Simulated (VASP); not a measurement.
Crystal: Cr.

```
Cr
1.0
    -1.44195    1.44195    1.44195
     1.44195   -1.44195    1.44195
     1.44195    1.44195   -1.44195
Cr
1
Direct
  0.00000 0.00000 0.00000
```

```yaml
Program: VASP 6.6.1
Task: relaxation of cell and atoms
Functional: PBE
Potentials_or_basis: VASP PAW PBE potentials, release 64 (Cr_pv)
Cutoff: 500 eV
k_mesh: 10 × 10 × 10
Occupations: gaussian, width 0.1 eV
Spin: no spin polarisation
```

At the start: pressure -9.1 GPa; volume 11.99 Å³/atom.

**Question.** How do energy, volume and symmetry change on relaxing?

**Answer.** Over 3 steps the energy falls by 13.1 meV/atom and the volume is 11.55 Å³/atom (-3.7 %); space group Im-3m (No. 229, to 0.05 Å).

Step by step:
```csv
step,energy change (eV),largest force (eV/Å),pressure (GPa),volume (Å³)
1,0.0000,0.0000,-9.13,11.99
2,0.0253,0.0000,18.54,10.84
3,-0.0131,0.0000,-0.17,11.55
```

Final structure:
```
Cr
1.0
    -1.42415    1.42415    1.42415
     1.42415   -1.42415    1.42415
     1.42415    1.42415   -1.42415
Cr
1
Direct
  0.00000 0.00000 0.00000
```

Caveat: the run has no spin polarisation, though such a crystal can be magnetic.
